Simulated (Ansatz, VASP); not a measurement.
## One calculation of Re3Hg, two programs

```
CELL_PARAMETERS angstrom
4.05347 0.00000 0.00000
0.00000 4.05347 0.00000
0.00000 0.00000 4.05347
ATOMIC_POSITIONS crystal
Re 0.00000 0.50000 0.50000
Re 0.50000 0.00000 0.50000
Re 0.50000 0.50000 0.00000
Hg 0.00000 0.00000 0.00000
```

Alike in both runs: task relaxation of cell and atoms; functional PBE; k mesh 4 × 4 × 4; occupations gaussian, width 0.1 eV; no spin polarisation.

|  | VASP | Ansatz |
| --- | --- | --- |
| version | VASP 6.6.1 | Ansatz 0.2.0 |
| potentials or method | VASP PAW PBE potentials, release 64 (Re, Hg), cutoff 600 eV | scalar-relativistic, plane waves, PAW |
| valence electrons in the cell | 33 | 65 |

```tsv
	VASP	Ansatz	Ansatz less VASP
gap on the k mesh at the Fermi level, each at its own relaxed structure (eV)	none	none	-
relaxed volume (Å³/atom)	15.89	15.82	-0.075
relaxed cell length with the largest relative difference (Å)	3.991	3.985	-0.0063
```

A gap of «none» marks a metal or a gap that the smearing closes. VASP's potentials hold 33 valence electrons a cell and Ansatz's 65, so a difference there can come from the potentials and not from the codes.

The k mesh is coarse, so the values compare programs but aren't converged. Neither program's run includes spin-orbit coupling. Noted on VASP's run: too few bands were computed for a metal, which touches its energy and stress.
